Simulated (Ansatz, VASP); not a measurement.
# One calculation of SiTe, two programs

```xyz
2
Lattice="3.7143 0.0000 0.0000 -1.8572 3.2167 0.0000 0.0000 0.0000 4.9764" Properties=species:S:1:pos:R:3 pbc="T T T"
Si    0.0000    0.0000    2.4882
Te    0.0000    0.0000    0.0000
```

Alike in both runs: task relaxation of cell and atoms; functional LDA; k mesh 8 × 8 × 6; occupations fermi-dirac, width 0.05 eV; no spin polarisation.

```csv
,VASP,Ansatz
version,VASP 6.6.1,Ansatz 0.2.0
potentials or method,"VASP PAW LDA potentials, release 64 (Si, Te)",Ansatz PAW
plane-wave cutoff (eV),600,420
valence electrons in the cell,10,20
```

Ansatz gave:

```
gap on the k mesh at the Fermi level, each at its own relaxed structure (eV) : none
relaxed volume (Å³/atom)                                                     : 23.01
relaxed length of the cell vector where the two differ most in proportion (Å)              : 5.464
```

Problem. Estimate VASP's values.

Solution. gap on the k mesh at the Fermi level, each at its own relaxed structure (eV): none; relaxed volume (Å³/atom): 23.00; relaxed length of the cell vector where the two differ most in proportion (Å): 5.466.

LDA's correlation is that of Perdew and Zunger in VASP and of Perdew and Wang (1992) in Ansatz. A gap of «none» marks a metal or a gap that the smearing closes. VASP's potentials hold 10 valence electrons a cell and Ansatz's 20, so a difference there can come from the potentials and not from the codes.

Neither program's run includes spin-orbit coupling. Noted on VASP's run: the volume moved by over 15 % at a fixed basis, so the end points are rough. Noted on Ansatz's run: the volume moved by over 15 % at a fixed basis, so the end points are rough; the plane-wave basis is chosen anew once the cell has moved, so the energies of steps on either side of that aren't comparable.
